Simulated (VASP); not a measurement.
Write the native input for VASP 6.6.1 that does the following.

```yaml
Task: single point
Functional: PBE
Potentials_or_basis: VASP PAW PBE potentials, release 64 (Ca_sv)
Cutoff: 520 eV
k_mesh: 12 × 12 × 12
Occupations: fermi-dirac, width 0.1 eV
Spin: no spin polarisation
Dipole_correction: no
Further_INCAR_settings: ALGO = Fast; EDIFF = 1e-07; NBANDS = 11
```

The structure of Ca lies in POSCAR:

```
Ca
1.0
    0.0000000000      2.7600000000      2.7600000000
    2.7600000000      0.0000000000      2.7600000000
    2.7600000000      2.7600000000      0.0000000000
Ca
1
Direct
    0.0000000000      0.0000000000      0.0000000000
```

One way to write it, as run:

INCAR

```
ALGO = Fast
EDIFF = 1E-7
ENCUT = 520
GGA = PE
ISIF = 2
ISMEAR = -1
LASPH = True
LCHARG = False
LREAL = False
LWAVE = False
NBANDS = 11
NELM = 80
PREC = Accurate
SIGMA = 0.1
```

KPOINTS

```
k-points
0
Gamma
  12 12 12
```

Potentials or basis: VASP PAW PBE potentials, release 64 (Ca_sv).

Run with:

```console
$ cat potpaw_PBE.64/Ca_sv/POTCAR > POTCAR
$ mpirun -np 1 vasp_std > vasp.out
```

Results of the run:

- Pressure: 0.1 GPa
- Band gap on the k mesh: zero (bands 5 and 6 overlap by 0.36 eV)

It took 37 s on 1 thread of Intel(R) Xeon(R) Platinum 8488C (Sapphire Rapids) (shared host), peak memory 0.18 GiB.
